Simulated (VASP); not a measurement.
Write the native input for VASP 6.6.1 that does the following.

```
Task                   : single point
Functional             : r2SCAN
Dispersion             : D4
Potentials or basis    : VASP PAW PBE potentials, release 64 (Bi_d)
Cutoff                 : 520 eV
k mesh                 : 6 × 6 × 9
Occupations            : fermi-dirac, width 0.05 eV
Spin                   : no spin polarisation
Dipole correction      : no
Further INCAR settings : ALGO = Normal; EDIFF = 1e-06; NBANDS = 22
```

Crystal: Bi.

```
CELL_PARAMETERS angstrom
3.45956 -3.07964 0.00925
3.45956 3.07964 0.00925
-1.24149 0.00000 3.11681
ATOMIC_POSITIONS crystal
Bi 0.75859 0.75859 0.86175
Bi 0.24141 0.24141 0.13825
```

The input as run:

POSCAR

```
Bi
1.0
    3.4595561754     -3.0796449533      0.0092467068
    3.4595561754      3.0796449533      0.0092467068
   -1.2414911930      0.0000000000      3.1168076585
Bi
2
Direct
    0.7585874371      0.7585874371      0.8617533224
    0.2414125629      0.2414125629      0.1382466776
```

INCAR.step1

```
SYSTEM = Bi
ALGO = Normal
EDIFF = 1E-4
ENCUT = 520
GGA = PE
ISMEAR = -1
LASPH = .True.
LCHARG = .False.
LREAL = .False.
LWAVE = .True.
NBANDS = 22
NELM = 100
PREC = Accurate
SIGMA = 0.05
```

INCAR.step2

```
SYSTEM = Bi
ALGO = Normal
EDIFF = 1E-6
ENCUT = 520
ISIF = 2
ISMEAR = -1
ISTART = 1
IVDW = 13
LASPH = .True.
LCHARG = .False.
LMIXTAU = .True.
LREAL = .False.
LWAVE = .False.
METAGGA = R2SCAN
NBANDS = 22
NELM = 100
PREC = Accurate
SIGMA = 0.05
VDW_A1 = 0.51559235
VDW_A2 = 5.77342911
VDW_S6 = 1.0
VDW_S8 = 0.6018749
```

KPOINTS

```
k-points
0
Gamma
  6 6 9
  0 0 0
```

Potentials or basis: VASP PAW PBE potentials, release 64 (Bi_d).

Run with:

```bash
$ cat potpaw_PBE.64/Bi_d/POTCAR > POTCAR
$ cp INCAR.step1 INCAR
$ mpirun -np 1 vasp_std > vasp.out
$ cp INCAR.step2 INCAR
$ mpirun -np 1 vasp_std > vasp.out
```

Results of the run:

```yaml
Pressure: -0.1 GPa
Largest_force: 0.005 eV/Å
Band_gap_on_the_k_mesh: zero (bands 15 and 16 overlap by 5.22 eV)
Dispersion_energy_per_atom: -0.166 eV
```

Caveat: the PAW data sets were made with another functional, which shifts forces and pressure a little; spin-orbit coupling is left out, which moves the levels of the heavy elements.

It took 3 min on 1 thread of Intel(R) Xeon(R) Platinum 8559C (Emerald Rapids) (shared host), peak memory 0.26 GiB.
